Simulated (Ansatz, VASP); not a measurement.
Sb in VASP and in Ansatz

INCAR

```
PREC = Accurate ; ENCUT = 520
EDIFF = 1E-6 ; ISMEAR = -1
SIGMA = 0.1 ; LREAL = False
LASPH = True ; NELM = 60
ALGO = Normal ; ISIF = 2
LWAVE = False ; LCHARG = False
GGA = PE ; NBANDS = 12
```

KPOINTS

```
Automatic mesh
0
Gamma
  9 9 9
```

File POSCAR:

```
Sb
1.0
    0.0000000000      3.6331618892      3.6331618892
    3.6331618892      0.0000000000      3.6331618892
    3.6331618892      3.6331618892      0.0000000000
Sb
2
Direct
    0.1250000000      0.1250000000      0.1250000000
    0.8750000000      0.8750000000      0.8750000000
```

Input for Ansatz:

```yaml
crystal:
  lattice:
    - [0.0, 3.6331618892, 3.6331618892]
    - [3.6331618892, 0.0, 3.6331618892]
    - [3.6331618892, 3.6331618892, 0.0]
  atoms:
    - { symbol: Sb, position: [0.125, 0.125, 0.125] }
    - { symbol: Sb, position: [0.875, 0.875, 0.875] }
hamiltonian:
  xc: pbe
  pseudopotentials:
    kind: paw
    azcp:
      Sb: "pseudopotentials/Sb.paw.azcp"
basis:
  ecutwfc: 420
  fft_grid_basis: typed
kpoints:
  mp_grid: { grid: [9, 9, 9], shift: [0, 0, 0] }
magnetization:
  spin_polarized: false
scf:
  occupations: { method: fermi_dirac, width: 0.1 }
  lower_state_search: "off"
output:
  stress: true
```

Alike in both runs: task single point; functional PBE; k mesh 9 × 9 × 9; occupations fermi-dirac, width 0.1 eV; no spin polarisation.

|  | VASP | Ansatz |
| --- | --- | --- |
| version | VASP 6.6.1 | Ansatz 0.2.0 |
| potentials or method | VASP PAW PBE potentials, release 64 (Sb), cutoff 520 eV | plane waves (420 eV) with PAW, scalar-relativistic |
| valence electrons in the cell | 10 | 30 |

```csv
,VASP,Ansatz,Ansatz less VASP
pressure (GPa),-2.9,-2.8,+0.02
```

VASP's potentials hold 10 valence electrons a cell and Ansatz's 30, so a difference there can come from the potentials and not from the codes.

Spin-orbit coupling is off throughout.
